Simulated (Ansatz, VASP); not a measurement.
**One calculation of MgH2, two programs**

Contents of INCAR:

```
PREC     = Accurate       # precision mode
ENCUT    = 600            # plane-wave cutoff, eV
EDIFF    = 1E-6           # SCF threshold, eV
ISMEAR   = 0              # smearing method
SIGMA    = 0.1            # smearing width, eV
LREAL    = False          # projectors in reciprocal space
LASPH    = True           # aspherical terms in the spheres
NELM     = 120            # most SCF steps
ALGO     = Normal         # electronic algorithm
ISIF     = 2              # what is computed and relaxed
LWAVE    = False          # write WAVECAR
LCHARG   = False          # write CHGCAR
NBANDS   = 13             # bands
GGA_COMPAT= False
```

File KPOINTS:

```
Automatic mesh
0
Gamma
  4 4 6
```

File POSCAR:

```
MgH2
1.0
    4.5168000000      0.0000000000      0.0000000000
    0.0000000000      4.5168000000      0.0000000000
    0.0000000000      0.0000000000      3.0205000000
Mg H
2 4
Direct
    0.0000000000      0.0000000000      0.0000000000
    0.5000000000      0.5000000000      0.5000000000
    0.3060000000      0.3060000000      0.0000000000
    0.1940000000      0.8060000000      0.5000000000
    0.6940000000      0.6940000000      0.0000000000
    0.8060000000      0.1940000000      0.5000000000
```

Input for Ansatz:

```yaml
crystal:
  lattice:
    - [4.5168, 0.0, 0.0]
    - [0.0, 4.5168, 0.0]
    - [0.0, 0.0, 3.0205]
  atoms:
    - { symbol: Mg, position: [0.0, 0.0, 0.0] }
    - { symbol: Mg, position: [0.5, 0.5, 0.5] }
    - { symbol: H, position: [0.306, 0.306, 0.0] }
    - { symbol: H, position: [0.194, 0.806, 0.5] }
    - { symbol: H, position: [0.694, 0.694, 0.0] }
    - { symbol: H, position: [0.806, 0.194, 0.5] }
basis:
  ecutwfc: 420
kpoints:
  mp_grid: { grid: [4, 4, 6] }
hamiltonian:
  xc: lda
scf:
  occupations: { method: gaussian, width: 0.1 }
output:
  forces: true
  stress: true
  eigenvalues: true
```

Alike in both runs: task single point; functional LDA; k mesh 4 × 4 × 6; occupations gaussian, width 0.1 eV; no spin polarisation.

```csv
,VASP,Ansatz
version,VASP 6.6.1,Ansatz 0.2.0
potentials or method,"VASP PAW LDA potentials, release 64 (Mg, H), cutoff 600 eV","scalar-relativistic, plane waves, PAW"
valence electrons in the cell,8,24
```

|  | VASP | Ansatz | Ansatz less VASP |
| --- | --- | --- | --- |
| gap on the k mesh at the Fermi level (eV) | 3.54 | 3.54 | +0.001 |
| least direct gap on the mesh (eV) | 4.33 | 4.33 | +0.001 |
| pressure (GPa) | -3.1 | -2.7 | +0.41 |
| traceless stress, the component that is largest in VASP (GPa) | -0.35 | -0.36 | -0.004 |
| rms of the force components (eV/Å) | 0.024 | 0.024 | -0.0006 |

LDA's correlation is that of Perdew and Zunger in VASP and of Perdew and Wang (1992) in Ansatz. Atom by atom the forces differ by 0.001 eV/Å (rms over components). VASP's potentials hold 8 valence electrons a cell and Ansatz's 24, so a difference there can come from the potentials and not from the codes.
